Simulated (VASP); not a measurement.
# Ta (Im-3m) in VASP: further runs

The runs below take Ta through equation of state, with optB86b-vdW.

Program: VASP 6.6.1. These are calculated values, not measurements. Logs are shortened: lines on timing, memory, paths and dates and some standing lists are left out, and cuts for length are marked.

## 1. The cell of the first run

Symmetry: Im-3m, No. 229, cubic system. Conventional cell: a = 3.303 Å, b = 3.303 Å, c = 3.303 Å, α = 90.00°, β = 90.00°, γ = 90.00°. Ta (site symmetry m-3m) has 14 Ta at 2.86 to 3.30 Å within 3.8 Å.

## 2. Equation of state, optB86b-vdW

File POSCAR.step1:

```
Ta
1.0
   -1.6060164770      1.6060164770      1.6060164770
    1.6060164770     -1.6060164770      1.6060164770
    1.6060164770      1.6060164770     -1.6060164770
Ta
1
Direct
    0.0000000000      0.0000000000      0.0000000000
```

File POSCAR.step2:

```
Ta
1.0
   -1.6289626696      1.6289626696      1.6289626696
    1.6289626696     -1.6289626696      1.6289626696
    1.6289626696      1.6289626696     -1.6289626696
Ta
1
Direct
    0.0000000000      0.0000000000      0.0000000000
```

File POSCAR.step3:

```
Ta
1.0
   -1.6512800000      1.6512800000      1.6512800000
    1.6512800000     -1.6512800000      1.6512800000
    1.6512800000      1.6512800000     -1.6512800000
Ta
1
Direct
    0.0000000000      0.0000000000      0.0000000000
```

File POSCAR.step4:

```
Ta
1.0
   -1.6730098603      1.6730098603      1.6730098603
    1.6730098603     -1.6730098603      1.6730098603
    1.6730098603      1.6730098603     -1.6730098603
Ta
1
Direct
    0.0000000000      0.0000000000      0.0000000000
```

File POSCAR.step5:

```
Ta
1.0
   -1.6941894487      1.6941894487      1.6941894487
    1.6941894487     -1.6941894487      1.6941894487
    1.6941894487      1.6941894487     -1.6941894487
Ta
1
Direct
    0.0000000000      0.0000000000      0.0000000000
```

File INCAR:

```
GGA = MK ; LUSE_VDW = T
AGGAC = 0.0 ; PARAM1 = 0.1234
PARAM2 = 1.0 ; ISMEAR = 1
SIGMA = 0.1 ; LWAVE = F
LCHARG = F ; ISIF = 2
NSW = 0 ; PREC = Accurate
LASPH = T ; LREAL = F
ALGO = Normal ; EDIFF = 1E-6
NELM = 120 ; GGA_COMPAT = F
ENCUT = 290
```

File KPOINTS:

```
Automatic mesh
0
Gamma
  15 15 15
  0 0 0
```

Potentials or basis: VASP PAW PBE potentials, release 64 (Ta_pv).

On the command line:

```
cat potpaw_PBE.64/Ta_pv/POTCAR > POTCAR
cp POSCAR.step1 POSCAR
mpirun -np 1 vasp_std > vasp.out
cp POSCAR.step2 POSCAR
mpirun -np 1 vasp_std > vasp.out
cp POSCAR.step3 POSCAR
mpirun -np 1 vasp_std > vasp.out
cp POSCAR.step4 POSCAR
mpirun -np 1 vasp_std > vasp.out
cp POSCAR.step5 POSCAR
mpirun -np 1 vasp_std > vasp.out
```

OUTCAR:

```text
GGA = MK
   ISMEAR = 1
   ISIF = 2
   NSW = 0
   PREC = Accurate
   LASPH = T
   LREAL = F
   EDIFF = 1E-6
   NELM = 120
   ENCUT = 290

 Found    120 irreducible k-points:

 Following reciprocal coordinates:
            Coordinates               Weight
  0.000000  0.000000  0.000000      1.000000
  0.066667  0.000000  0.000000     12.000000
  0.133333  0.000000  0.000000     12.000000
  0.200000  0.000000  0.000000     12.000000
  0.266667  0.000000  0.000000     12.000000
  0.333333  0.000000  0.000000     12.000000
   k-points           NKPTS =    120   k-points in BZ     NKDIM =    120   number of bands    NBANDS=      9
   number of dos      NEDOS =    301   number of ions     NIONS =      1
   total plane-waves  NPLWV =   4096
   dimension x,y,z NGX =    16 NGY =   16 NGZ =   16
   dimension x,y,z NGXF=    32 NGYF=   32 NGZF=   32
   ions per type =               1
   NGX,Y,Z   is equivalent  to a cutoff of   9.06,  9.06,  9.06 a.u.
   NGXF,Y,Z  is equivalent  to a cutoff of  18.13, 18.13, 18.13 a.u.
 SYSTEM =  unknown system
   PREC   = accura    normal or accurate (medium, high low for compatibility)
   ISTART =      0    job   : 0-new  1-cont  2-samecut
   ICHARG =      2    charge: 1-file 2-atom 10-const
   ISPIN  =      1    spin polarized calculation?
   LNONCOLLINEAR =      F non collinear calculations
   LSORBIT =      F    spin-orbit coupling
   LASPH  =      T    aspherical Exc in radial PAW
   ENCUT  =  290.0 eV  21.31 Ry    4.62 a.u.   4.07  4.07  4.07*2*pi/ulx,y,z
   NELM   =    120;   NELMIN=  2; NELMDL=  0     # of ELM steps
   EDIFF  = 0.1E-05   stopping-criterion for ELM
   LREAL  =      F    real-space projection
   EDIFFG = 0.1E-04   stopping-criterion for IOM
   NSW    =      0    number of steps for IOM
   IBRION =     -1    ionic relax: 0-MD 1-quasi-New 2-CG
   NFREE  =      0    steps in history (QN), initial steepest desc. (CG)
   ISIF   =      2    stress and relaxation
   ISYM   =      2    0-nonsym 1-usesym 2-fastsym
   POTIM  = 0.5000    time-step for ionic-motion
   TEBEG  =    0.0;   TEEND  =   0.0 temperature during run

   SCALEE = 1.0000    scale energy and forces
   PSTRESS=    0.0 pullay stress
   NELECT =      11.0000    total number of electrons
   NUPDOWN=      -1.0000    fix difference up-down
   EMIN   =  10.00;   EMAX   =-10.00  energy-range for DOS
   EFERMI =   0.00;   METHOD = LEGACY
   ISMEAR =     1;   SIGMA  =   0.10  broadening in eV -4-tet -1-fermi 0-gaus
   EFERMI_NEDOS =   21; number of points for ismear=-14 and -15
   IALGO  =     38    algorithm
   IMIX   =      4    mixing-type and parameters
     AMIX     =   0.40;   BMIX     =  1.00
     AMIX_MAG =   1.60;   BMIX_MAG =  1.00
  volume/ion in A,a.u.               =      19.45       131.26
  Fermi-wavevector in a.u.,A,eV,Ry     =   1.353808  2.558326 24.936706  1.832796
  Thomas-Fermi vector in A             =   2.481032
   LORBIT       =      0    0 simple, 1 ext, 2 COOP (PROOUT), +10 PAW based schemes
   GGA     = MK    functional components
   LHFCALC =     F    Hartree Fock is set to
   AEXX    =    0.0000 exact exchange contribution
   IVDW_NL    =     1    kernel type
   BPARAM     = 6.3000
   IVDW    =     0    specifies the selected vdW correction
   LEPSILON=     F    determine dielectric tensor
   LRPA    =     F    only Hartree local field effects (RPA)

   CSHIFT  =0.1000    complex shift for real part using Kramers Kronig

   OMEGAMAX=  -1.0    maximum frequency
 non-spin polarized calculation
 Methfessel and Paxton  Order N= 1 SIGMA  =   0.10
  energy-cutoff  :      290.00
  volume of cell :       19.45
 maximum number of plane-waves:       236
   NGX =  9   NGY =  9   NGZ =  9

 number of electron      10.9999987 magnetization

 Free energy of the ion-electron system (eV)
  ---------------------------------------------------
  ext. energy  EPLUGINS =         0.00000000
  ---------------------------------------------------
  free energy    TOTEN  =        -9.28352649 eV

  energy without entropy =       -9.28282694  energy(sigma->0) =       -9.28329331

 E-fermi :   4.7788     XC(G=0): -12.2704

 val. band max:        4.7716033071   @ k =  -0.3333   0.4000   0.1333
 cond. band min:       4.7936966180   @ k =  -0.2000   0.2667   0.0667
 fundamental gap:      0.0220933110
 Fermi energy:         4.7788344757

 k-point     1 :       0.0000    0.0000    0.0000
  band No.  band energies     occupation
      1     -28.5876      2.00000
      2     -28.5876      2.00000
      3     -28.5876      2.00000
      4      -2.8091      2.00000
      5       5.4904     -0.00000
      6       5.4904     -0.00000
      7       5.4904     -0.00000
      8       8.4977      0.00000
      9       8.4977      0.00000

 k-point     2 :       0.0667    0.0000    0.0000
  band No.  band energies     occupation
      1     -28.6294      2.00000
      2     -28.6006      2.00000
      3     -28.5875      2.00000
      4      -2.6279      2.00000
      5       5.3766     -0.00000
      6       5.4578     -0.00000
      7       5.6667     -0.00000
      8       8.3196      0.00000
      9       8.4995      0.00000

 k-point     3 :       0.1333    0.0000    0.0000
  band No.  band energies     occupation
      1     -28.7468      2.00000
      2     -28.6379      2.00000
      3     -28.5878      2.00000
      4      -2.1083      2.00000
      5       5.0714     -0.00028
      6       5.3066     -0.00000
      7       6.1861     -0.00000
      8       7.9954      0.00000
      9       8.5169      0.00000

 k-point     4 :       0.2000    0.0000    0.0000
  band No.  band energies     occupation
      1     -28.9160      2.00000
      2     -28.6924      2.00000
      3     -28.5884      2.00000
      4      -1.3286      2.00000
      5       4.6617      2.06998
      6       4.9898     -0.01105
      7       7.0247      0.00000
      8       7.8687      0.00000
      9       8.5775      0.00000

 k-point     5 :       0.2667    0.0000    0.0000
  band No.  band energies     occupation
      1     -29.1045      2.00000
      2     -28.7543      2.00000
      3     -28.5885      2.00000
      4      -0.4460      2.00000
      5       4.2381      2.00000
      6       4.6902      2.01799
      7       8.0045      0.00000
      8       8.1367      0.00000
      9       8.7037      0.00000

 k-point     6 :       0.3333    0.0000    0.0000
  band No.  band energies     occupation
      1     -29.2803      2.00000
      2     -28.8128      2.00000
      3     -28.5891      2.00000
      4       0.2793      2.00000
      5       3.8692      2.00000
      6       4.7495      1.47296
      7       8.2442      0.00000
      8       8.8915      0.00000
      9       9.4361      0.00000

 [... further k-points ...]
[... 5 lines left out ...]
  --------------------------------------------------------------------------------------
  -------------------------------------------------------------------------------------
  Total       -1.7754152     -1.7754152     -1.7754152      0.0000000     -0.0000000      0.0000000
  in kB     -146.2394682   -146.2394682   -146.2394682      0.0000000     -0.0000000      0.0000000
  external PRESSURE =    -146.2394682 kB  Pullay stress =       0.0000000 kB

 VOLUME and BASIS-vectors are now :
 -----------------------------------------------------------------------------
  energy-cutoff  :      290.00
  volume of cell :       19.45
      direct lattice vectors                 reciprocal lattice vectors
    -1.694189449  1.694189449  1.694189449     0.000000000  0.295126381  0.295126381
     1.694189449 -1.694189449  1.694189449     0.295126381  0.000000000  0.295126381
     1.694189449  1.694189449 -1.694189449     0.295126381  0.295126381  0.000000000

 POSITION                                       TOTAL-FORCE (eV/Angst)
 -----------------------------------------------------------------------------------
      0.00000      0.00000      0.00000         0.000000      0.000000      0.000000
 -----------------------------------------------------------------------------------
    total drift:                                0.000000     -0.000000     -0.000000

  FREE ENERGIE OF THE ION-ELECTRON SYSTEM (eV)
  ---------------------------------------------------
  free  energy   TOTEN  =        -9.2835264887 eV

  energy  without entropy=       -9.2828269406  energy(sigma->0) =       -9.28329331

Total vdW correction in eV:      1.3786826
```

It took 52 s on 1 thread of Intel Xeon Platinum 8259CL at 2.50GHz (Skylake/Cascade Lake), shared host; peak memory 0.2 GiB.

What came out:

| Property | Result |
| --- | --- |
| Equilibrium volume | 17.94 Å³/atom |
| Bulk modulus | 204 GPa |
| Pressure derivative of the bulk modulus | 3.9 (rough: it moves with the points fitted) |

Energy against volume, from the lowest point:
```tsv
volume (Å³/atom)	energy (meV/atom)
16.570	75.38
17.290	15.72
18.010	0.00
18.731	20.72
19.451	70.91
```

Caveat: the PAW data sets were made with another functional, which shifts forces and pressure a little; spin-orbit coupling is left out, which moves the levels of the heavy elements.

(Continued in part 2 of 2.)
